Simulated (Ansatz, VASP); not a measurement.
# Two plane-wave programs on Sb2S

File INCAR:

```
SYSTEM = Sb2S
ALGO     = Normal         ! electronic algorithm
EDIFF    = 1E-7           ! SCF threshold, eV
EDIFFG   = -0.04          ! ionic threshold
ENCUT    = 600            ! plane-wave cutoff, eV
GGA      = PE             ! functional
IBRION   = 2              ! ionic algorithm
ISIF     = 3              ! what is computed and relaxed
ISMEAR   = 0              ! smearing method
LASPH    = .True.         ! aspherical terms in the spheres
LCHARG   = .False.        ! write CHGCAR
LREAL    = .False.        ! projectors in reciprocal space
LWAVE    = .False.        ! write WAVECAR
NELM     = 100            ! most SCF steps
NSW      = 90             ! ionic steps
PREC     = Accurate       ! precision mode
SIGMA    = 0.1            ! smearing width, eV
```

The input KPOINTS:

```
k-points
0
Gamma
  6 6 2
  0 0 0
```

The input POSCAR:

```
Sb2S
1.0
    3.5259021900      0.0000000000      0.0000000000
    0.0000000000      3.5259021900      0.0000000000
    0.0000000000      0.0000000000      7.7086803700
Sb S
2 1
Direct
    0.5000000000      0.5000000000      0.3001792200
    0.5000000000      0.5000000000      0.6998207800
    0.5000000000      0.5000000000      0.0000000000
```

Input for Ansatz:

```yaml
crystal:
  lattice:
    - [3.52590219, 0.0, 0.0]
    - [0.0, 3.52590219, 0.0]
    - [0.0, 0.0, 7.70868037]
  atoms:
    - { symbol: Sb, position: [0.5, 0.5, 0.30017922] }
    - { symbol: Sb, position: [0.5, 0.5, 0.69982078] }
    - { symbol: S, position: [0.5, 0.5, 0.0] }
basis:
  ecutwfc: 420
kpoints:
  mp_grid: { grid: [6, 6, 2] }
hamiltonian:
  xc: pbe
scf:
  occupations: { method: gaussian, width: 0.1 }
  lower_state_search: "off"
output:
  forces: true
  stress: true
  eigenvalues: true
relax:
  adjacent_minimum: "off"
  f_tol: 0.04
  max_steps: 70
  cell: { stress_tol: 0.4 }
```

Alike in both runs: task relaxation of cell and atoms; functional PBE; k mesh 6 × 6 × 2; occupations gaussian, width 0.1 eV; no spin polarisation.

|  | VASP | Ansatz |
| --- | --- | --- |
| version | VASP 6.6.1 | Ansatz 0.2.0 |
| potentials or method | VASP PAW PBE potentials, release 64 (Sb, S), cutoff 600 eV | scalar-relativistic, plane waves, PAW |
| valence electrons in the cell | 16 | 36 |

```csv
,VASP,Ansatz,Ansatz less VASP
"gap on the k mesh at the Fermi level, each at its own relaxed structure (eV)",none,none,-
relaxed volume (Å³/atom),27.05,27.05,-0.006
relaxed length of the cell vector where the two differ most in proportion (Å),8.402,8.404,+0.0021
```

A gap of «none» marks a metal or a gap that the smearing closes. VASP's potentials hold 16 valence electrons a cell and Ansatz's 36, so a difference there can come from the potentials and not from the codes.

The k mesh is coarse, so the values compare programs but aren't converged. Spin-orbit coupling is off throughout. Noted on VASP's run: the volume moved by over 15 % at a fixed basis, so the end points are rough.
